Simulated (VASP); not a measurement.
# C: single point with PBE

C:

```xyz
4
Lattice="2.5443 0.0000 0.0000 0.0000 3.5981 0.0000 0.0000 0.0000 2.5032" Properties=species:S:1:pos:R:3 pbc="T T T"
C     0.0000    0.0000    0.0000
C     1.2721    1.7991    1.2516
C     0.0000    0.8995    1.2516
C     1.2721    2.6986    0.0000
```

| Item | Value |
| --- | --- |
| Program | VASP 6.6.1 |
| Task | single point |
| Functional | PBE |
| Potentials or basis | VASP PAW PBE potentials, release 64 (C) |
| Cutoff | 600 eV |
| k mesh | 8 × 6 × 8 |
| Occupations | gaussian, width 0.1 eV |
| Spin | no spin polarisation |
| Dipole correction | no |
| Further INCAR settings | ALGO = Normal; EDIFF = 1e-06; NBANDS = 16 |

```yaml
Pressure: -2.4 GPa
Largest_force: 0.042 eV/Å
Band_gap_on_the_k_mesh: 4.00 eV
```

Forces on the atoms (eV/Å):
```
C    0.000 -0.042  0.000
C    0.000 -0.042  0.000
C    0.000  0.042  0.000
C    0.000  0.042  0.000
```

Stress tensor (GPa, compression positive):
```
-9.00  0.00  0.00
 0.00 -7.58  0.00
 0.00  0.00  9.26
```

Levels at points of the mesh, in eV from the valence-band top:
```tsv
k point	band 4	band 5	band 6	band 7	band 8	band 9	band 10	band 11	band 12	band 13
(0.00, 0.00, 0.00)	-6.37	-6.04	-0.13	-0.01	0.00	4.50	5.14	5.24	5.57	5.73
(0.50, 0.00, 0.00)	-8.69	-7.71	-7.71	-2.89	-2.89	8.15	8.15	10.02	10.02	12.06
(0.00, 0.50, 0.00)	-4.66	-4.20	-4.20	-3.93	-3.93	4.47	4.47	10.19	10.19	11.37
(0.50, 0.50, 0.00)	-13.30	-2.81	-2.81	-2.69	-2.69	8.11	8.11	8.58	8.58	8.99
(0.00, 0.00, 0.50)	-8.79	-7.60	-7.60	-3.01	-3.01	7.78	7.78	9.72	9.72	12.11
(0.50, 0.00, 0.50)	-12.70	-6.32	-6.32	-6.32	-6.32	4.63	4.63	4.63	4.63	16.60
(0.00, 0.50, 0.50)	-13.32	-2.98	-2.98	-2.80	-2.80	8.23	8.23	8.41	8.41	8.49
(0.50, 0.50, 0.50)	-11.94	-8.28	-8.28	-8.28	-8.28	10.42	10.42	10.42	10.42	12.01
```

Run time: 43 s on 1 thread of Intel Xeon 8259CL, on a shared host, peak memory 0.15 GiB.

Caveat: the stress differs along the axes, from -9 to 9 GPa. A k mesh can miss the band edges.
